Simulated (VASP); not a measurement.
# C (C2) in VASP: single point with PBE

Aim: the single point of C with PBE.

All numbers are computed with VASP 6.6.1; they aren't measurements. Logs are shortened: lines on timing, memory, paths and dates and some standing lists are left out, and cuts for length are marked.

## 1. The cell of the first run

The structure is monoclinic, space group C2 (No. 5). Conventional cell: a = 9.470 Å, b = 3.810 Å, c = 6.244 Å, α = 90.00°, β = 109.08°, γ = 90.00°. C (site symmetry 1) has 4 C at 1.46 to 1.57 Å within 1.9 Å. C (site symmetry 1) has 4 C at 1.46 to 1.51 Å within 2.0 Å. C (site symmetry 1) has 3 C at 1.33 to 1.48 Å within 1.8 Å. C (site symmetry 1) has 3 C at 1.33 to 1.51 Å within 1.8 Å. C (site symmetry 2) has 4 C at 1.48 to 1.57 Å within 2.0 Å. Within 2.0 Å of C (site symmetry 2) lie 4 C at 1.46 to 1.64 Å. Within 2.0 Å of C (site symmetry 1) lie 4 C at 1.48 to 1.64 Å.

## 2. Single point, PBE

The input, INCAR:

```
SYSTEM = C
PREC = Accurate
ENCUT = 520
EDIFF = 1E-7
ISMEAR = 0
SIGMA = 0.02
LREAL = .False.
LASPH = .True.
NELM = 100
ALGO = Normal
ISIF = 2
LWAVE = .False.
LCHARG = .False.
GGA = PE
NBANDS = 36
```

The input, KPOINTS:

```
Automatic mesh
0
Gamma
  8 8 6
  0 0 0
```

The input, POSCAR:

```
C
1.0
    4.7349786314     -1.9049013999      0.0051275924
    4.7349786314      1.9049013999      0.0051275924
   -2.0469803560      0.0000000000      5.8988020752
C
12
Direct
    0.9787689285      0.3007892488      0.6953856235
    0.9440215820      0.3049607534      0.1868751444
    0.6992107512      0.0212310715      0.3046143765
    0.6950392466      0.0559784180      0.8131248556
    0.2869145254      0.2442461791      0.2602613975
    0.3932046981      0.0431914557      0.7317713932
    0.6984328784      0.3015671216      0.5000000000
    0.6777583474      0.3222416526      0.0000000000
    0.6882537093      0.3077163051      0.7358262316
    0.6922836949      0.3117462907      0.2641737684
    0.9568085443      0.6067953019      0.2682286068
    0.7557538209      0.7130854746      0.7397386025
```

Potentials or basis: VASP PAW PBE potentials, release 64 (C).

On the command line:

```bash
cat potpaw_PBE.64/C/POTCAR > POTCAR
mpirun -np 1 vasp_std > vasp.out
```

OUTCAR:

```text
SYSTEM = C
   PREC = Accurate
   ENCUT = 520
   EDIFF = 1E-7
   ISMEAR = 0
   LREAL = .False.
   LASPH = .True.
   NELM = 100
   ISIF = 2
   GGA = PE

 ion  position               nearest neighbor table
   1  0.979  0.301  0.695-   6 1.46  12 1.48   9 1.55   7 1.57
   2  0.944  0.305  0.187-   8 1.46   5 1.48  10 1.48  11 1.51
   3  0.699  0.021  0.305-  11 1.46   5 1.48  10 1.55   7 1.57
   4  0.695  0.056  0.813-   8 1.46  12 1.48   9 1.48   6 1.51
   5  0.287  0.244  0.260-  11 1.33   3 1.48   2 1.48
   6  0.393  0.043  0.732-  12 1.33   1 1.46   4 1.51
   7  0.698  0.302  0.500-   9 1.48  10 1.48   1 1.57   3 1.57
   8  0.678  0.322  0.000-   2 1.46   4 1.46   9 1.64  10 1.64
   9  0.688  0.308  0.736-   4 1.48   7 1.48   1 1.55   8 1.64
  10  0.692  0.312  0.264-   2 1.48   7 1.48   3 1.55   8 1.64
  11  0.957  0.607  0.268-   5 1.33   3 1.46   2 1.51
  12  0.756  0.713  0.740-   6 1.33   1 1.48   4 1.48

  LATTYP: Found a base centered monoclinic cell.
 ALAT       =     9.4699628156
 B/A-ratio  =     0.4023038817
 C/A-ratio  =     0.6593348550
 COS(beta)  =    -0.3268147956

  Lattice vectors:

 A1 = (   4.7349786314,  -1.9049013999,   0.0051275924)
 A2 = (   4.7349786314,   1.9049013999,   0.0051275924)
 A3 = (  -2.0469803560,   0.0000000000,   5.8988020752)

Analysis of symmetry for initial positions (statically):
=====================================================================
 Subroutine PRICEL returns:
 Original cell was already a primitive cell.

 Routine SETGRP: Setting up the symmetry group for a
 base centered monoclinic supercell.

 Subroutine GETGRP returns: Found  2 space group operations
 (whereof  2 operations were pure point group operations)
 out of a pool of  4 trial point group operations.

The static configuration has the point symmetry C_2 .

Analysis of symmetry for dynamics (positions and initial velocities):
=====================================================================
 Subroutine PRICEL returns:
 Original cell was already a primitive cell.

 Routine SETGRP: Setting up the symmetry group for a
 base centered monoclinic supercell.

 Subroutine GETGRP returns: Found  2 space group operations
 (whereof  2 operations were pure point group operations)
 out of a pool of  4 trial point group operations.

The dynamic configuration has the point symmetry C_2 .

 Subroutine INISYM returns: Found  2 space group operations
 (whereof  2 operations are pure point group operations),
 and found     1 'primitive' translations

----------------------------------------------------------------------------------------

                                     Primitive cell

  volume of cell :     106.4505

  direct lattice vectors                    reciprocal lattice vectors
     4.734978631 -1.904901400  0.005127592     0.105557430 -0.262480777  0.036630147
     4.734978631  1.904901400  0.005127592     0.105557430  0.262480777  0.036630147
    -2.046980356  0.000000000  5.898802075    -0.000183514  0.000000000  0.169462263

  length of vectors
     5.103792538  5.103792538  6.243876560     0.285272321  0.285272321  0.169462363

  position of ions in fractional coordinates (direct lattice)
     0.978768929  0.300789249  0.695385624
     0.944021582  0.304960753  0.186875144
     0.699210751  0.021231071  0.304614376
     0.695039247  0.055978418  0.813124856
     0.286914525  0.244246179  0.260261398
     0.393204698  0.043191456  0.731771393
     0.698432878  0.301567122  0.500000000
     0.677758347  0.322241653  1.000000000
     0.688253709  0.307716305  0.735826232
     0.692283695  0.311746291  0.264173768
     0.956808544  0.606795302  0.268228607
     0.755753821  0.713085475  0.739738602

  ion indices of the primitive-cell ions
   primitive index   ion index
                 1           1
                 2           2
                 3           3
                 4           4
                 5           5
                 6           6
                 7           7
                 8           8
                 9           9
                10          10
                11          11
                12          12

----------------------------------------------------------------------------------------

 KPOINTS: Automatic mesh

Automatic generation of k-mesh.
 Grid dimensions read from file:
 generate k-points for:    8    8    6

 Generating k-lattice:

  Cartesian coordinates                     Fractional coordinates (reciprocal lattice)
     0.013194679 -0.032810097  0.004578768     0.125000000 -0.000000000  0.000000000
     0.013194679  0.032810097  0.004578768    -0.000000000  0.125000000  0.000000000
    -0.000030586  0.000000000  0.028243711     0.000000000  0.000000000  0.166666667

  Length of vectors
     0.035659040  0.035659040  0.028243727

  Shift w.r.t. Gamma in fractional coordinates (k-lattice)
     0.000000000  0.000000000  0.000000000

 Subroutine IBZKPT returns following result:
 ===========================================

 Found    114 irreducible k-points:

 Following reciprocal coordinates:
            Coordinates               Weight
  0.000000  0.000000  0.000000      1.000000
  0.125000  0.000000 -0.000000      4.000000
  0.250000  0.000000 -0.000000      4.000000
  0.375000 -0.000000 -0.000000      4.000000
  0.500000  0.000000 -0.000000      2.000000
  0.125000  0.125000 -0.000000      2.000000
[... 16 lines left out ...]
  0.125000  0.000000  0.166667      4.000000
  0.250000  0.000000  0.166667      4.000000
 [... further k-points ...]
   k-points           NKPTS =    114   k-points in BZ     NKDIM =    114   number of bands    NBANDS=     36
   number of dos      NEDOS =    301   number of ions     NIONS =     12
   total plane-waves  NPLWV =  76800
   dimension x,y,z NGX =    40 NGY =   40 NGZ =   48
   dimension x,y,z NGXF=    80 NGYF=   80 NGZF=   96
   ions per type =              12
   NGX,Y,Z   is equivalent  to a cutoff of  13.03, 13.03, 12.78 a.u.
   NGXF,Y,Z  is equivalent  to a cutoff of  26.06, 26.06, 25.56 a.u.
 SYSTEM =  C
   PREC   = accura    normal or accurate (medium, high low for compatibility)
   ISTART =      0    job   : 0-new  1-cont  2-samecut
   ICHARG =      2    charge: 1-file 2-atom 10-const
   ISPIN  =      1    spin polarized calculation?
   LNONCOLLINEAR =      F non collinear calculations
   LSORBIT =      F    spin-orbit coupling
   LASPH  =      T    aspherical Exc in radial PAW
   ENCUT  =  520.0 eV  38.22 Ry    6.18 a.u.   9.49  9.49 11.61*2*pi/ulx,y,z
   NELM   =    100;   NELMIN=  2; NELMDL= -5     # of ELM steps
   EDIFF  = 0.1E-06   stopping-criterion for ELM
   LREAL  =      F    real-space projection
   EDIFFG = 0.1E-05   stopping-criterion for IOM
   NSW    =      0    number of steps for IOM
   IBRION =     -1    ionic relax: 0-MD 1-quasi-New 2-CG
   NFREE  =      0    steps in history (QN), initial steepest desc. (CG)
   ISIF   =      2    stress and relaxation
   ISYM   =      2    0-nonsym 1-usesym 2-fastsym
   POTIM  = 0.5000    time-step for ionic-motion
   TEBEG  =    0.0;   TEEND  =   0.0 temperature during run
   PSTRESS=    0.0 pullay stress
   NELECT =      48.0000    total number of electrons
   NUPDOWN=      -1.0000    fix difference up-down
   EMIN   =  10.00;   EMAX   =-10.00  energy-range for DOS
   EFERMI =   0.00;   METHOD = LEGACY
   ISMEAR =     0;   SIGMA  =   0.02  broadening in eV -4-tet -1-fermi 0-gaus
   EFERMI_NEDOS =   21; number of points for ismear=-14 and -15
   IALGO  =     38    algorithm
   IMIX   =      4    mixing-type and parameters
     AMIX     =   0.40;   BMIX     =  1.00
     AMIX_MAG =   1.60;   BMIX_MAG =  1.00
  volume/ion in A,a.u.               =       8.87        59.86
  Fermi-wavevector in a.u.,A,eV,Ry     =   1.255373  2.372311 21.442252  1.575961
  Thomas-Fermi vector in A             =   2.389133
   LORBIT       =      0    0 simple, 1 ext, 2 COOP (PROOUT), +10 PAW based schemes
   GGA     = PE    functional components
   LHFCALC =     F    Hartree Fock is set to
   AEXX    =    0.0000 exact exchange contribution
   IVDW    =     0    specifies the selected vdW correction
   LEPSILON=     F    determine dielectric tensor
   LRPA    =     F    only Hartree local field effects (RPA)
 non-spin polarized calculation
 Gauss-broadening in eV      SIGMA  =   0.02
  energy-cutoff  :      520.00
  volume of cell :      106.45
 maximum number of plane-waves:      2887
 NGX is ok and might be reduce to    40
   NGX = 19   NGY = 19   NGZ = 23

 number of electron      48.0000001 magnetization

 Free energy of the ion-electron system (eV)
  ---------------------------------------------------
  ext. energy  EPLUGINS =         0.00000000
  ---------------------------------------------------
  free energy    TOTEN  =       -94.33683503 eV

  energy without entropy =      -94.33683503  energy(sigma->0) =      -94.33683503

 E-fermi :   5.1576     XC(G=0): -10.3549

 val. band max:        5.0762276688   @ k =   0.0000   0.0000   0.0000
 cond. band min:       5.7700977441   @ k =  -0.3750   0.1250   0.3333
 fundamental gap:      0.6938700753
 Fermi energy:         5.1576357762

 k-point     1 :       0.0000    0.0000    0.0000
  band No.  band energies     occupation
      1     -15.7147      2.00000
      2     -14.3338      2.00000
      3     -12.9143      2.00000
      4     -11.9401      2.00000
      5     -11.6186      2.00000
      6     -10.4057      2.00000
[... 28 lines left out ...]
     35      12.7939      0.00000
     36      12.9557      0.00000

 k-point     2 :       0.1250    0.0000   -0.0000
  band No.  band energies     occupation
      1     -15.6440      2.00000
      2     -14.2764      2.00000
      3     -12.9609      2.00000
      4     -12.1112      2.00000
      5     -11.5402      2.00000
      6     -10.3292      2.00000
[... 28 lines left out ...]
     35      13.1148      0.00000
     36      13.2037      0.00000
[... 817 lines left out ...]
     35      12.8678      0.00000
     36      13.2254      0.00000

 k-point    24 :       0.2500    0.0000    0.1667
  band No.  band energies     occupation
      1     -15.3577      2.00000
      2     -14.3584      2.00000
      3     -13.0952      2.00000
      4     -12.1236      2.00000
      5     -11.6464      2.00000
      6     -10.0507      2.00000
[... 28 lines left out ...]
     35      13.1318      0.00000
     36      13.5204      0.00000

 [... further k-points ...]
[... 5 lines left out ...]
  --------------------------------------------------------------------------------------
  -------------------------------------------------------------------------------------
  Total        0.2931450      0.2167178      0.1570204      0.0000000      0.0000000      0.0569110
  in kB        4.4121018      3.2618030      2.3633019      0.0000000      0.0000000      0.8565632
  external PRESSURE =       3.3457356 kB  Pullay stress =       0.0000000 kB

 VOLUME and BASIS-vectors are now :
 -----------------------------------------------------------------------------
  energy-cutoff  :      520.00
  volume of cell :      106.45
      direct lattice vectors                 reciprocal lattice vectors
     4.734978631 -1.904901400  0.005127592     0.105557430 -0.262480777  0.036630147
     4.734978631  1.904901400  0.005127592     0.105557430  0.262480777  0.036630147
    -2.046980356  0.000000000  5.898802075    -0.000183514  0.000000000  0.169462263

 POSITION                                       TOTAL-FORCE (eV/Angst)
 -----------------------------------------------------------------------------------
      4.63524     -1.29148      4.10850         0.026335     -0.031688      0.009470
      5.53137     -1.21735      1.10874        -0.020144     -0.011625     -0.009151
      2.78774     -1.29148      1.80055        -0.026335     -0.031688     -0.009470
      1.89160     -1.21735      4.80031         0.020144     -0.011625      0.009151
      1.98228     -0.08128      1.53795         0.012391     -0.067317      0.005839
      0.56840     -0.66674      4.31881        -0.038259      0.084044     -0.015474
      3.71149     -0.75599      2.95453         0.000000      0.012922     -0.000000
      4.73498     -0.67722      0.00513        -0.000000      0.017304      0.000000
      3.20967     -0.72489      4.34560        -0.005338      0.011472      0.018678
      4.21330     -0.72489      1.56346         0.005338      0.011472     -0.018678
      6.85457     -0.66674      1.59024         0.038259      0.084044      0.015474
      5.44069     -0.08128      4.37110        -0.012391     -0.067317     -0.005839
 -----------------------------------------------------------------------------------
    total drift:                                0.000000     -0.000246     -0.000000

  FREE ENERGIE OF THE ION-ELECTRON SYSTEM (eV)
  ---------------------------------------------------
  free  energy   TOTEN  =       -94.3368350265 eV

  energy  without entropy=      -94.3368350265  energy(sigma->0) =      -94.33683503
```

Run time: 7.7 min. Hardware: 1 thread of Intel Xeon Platinum 8488C (Sapphire Rapids), shared host; peak memory 0.43 GiB.

What came out:

| Quantity | Value |
| --- | --- |
| Free energy | -94.3368 eV |
| Pressure | 0.3 GPa |
| Largest force | 0.094 eV/Å |
| Band gap on the k mesh | 0.69 eV, indirect (least direct gap 1.87 eV) |

Forces on the atoms (eV/Å):
```
C    0.026 -0.032  0.009
C   -0.020 -0.012 -0.009
C   -0.026 -0.032 -0.009
C    0.020 -0.012  0.009
C    0.012 -0.067  0.006
C   -0.038  0.084 -0.015
C    0.000  0.013  0.000
C    0.000  0.017  0.000
C   -0.005  0.011  0.019
C    0.005  0.011 -0.019
C    0.038  0.084  0.015
C   -0.012 -0.067 -0.006
```

Stress tensor (GPa, compression positive):
```
0.44 0.00 0.09
0.00 0.33 0.00
0.09 0.00 0.24
```

Levels at points of the mesh, in eV from the valence-band top:
| k point | band 20 | band 21 | band 22 | band 23 | band 24 | band 25 | band 26 | band 27 | band 28 | band 29 |
| --- | --- | --- | --- | --- | --- | --- | --- | --- | --- | --- |
| (0.00, 0.00, 0.00) | -4.15 | -2.90 | -2.18 | -2.03 | 0.00 | 1.87 | 2.79 | 2.84 | 3.90 | 4.58 |
| (0.50, 0.00, 0.00) | -3.97 | -3.90 | -3.09 | -1.62 | -1.49 | 1.03 | 1.97 | 3.61 | 4.00 | 4.60 |
| (0.50, 0.50, 0.00) | -3.96 | -3.60 | -2.18 | -2.00 | -1.96 | 1.81 | 2.59 | 3.74 | 3.93 | 4.08 |
| (0.00, 0.00, 0.50) | -3.11 | -2.60 | -2.02 | -1.27 | -1.20 | 1.17 | 1.96 | 2.86 | 3.19 | 4.61 |
| (0.50, 0.00, 0.50) | -3.73 | -2.99 | -2.54 | -2.13 | -1.69 | 0.79 | 1.62 | 2.06 | 2.64 | 4.80 |
| (0.50, 0.50, 0.50) | -4.46 | -3.63 | -3.16 | -1.39 | -0.70 | 1.54 | 2.30 | 2.69 | 3.10 | 4.17 |
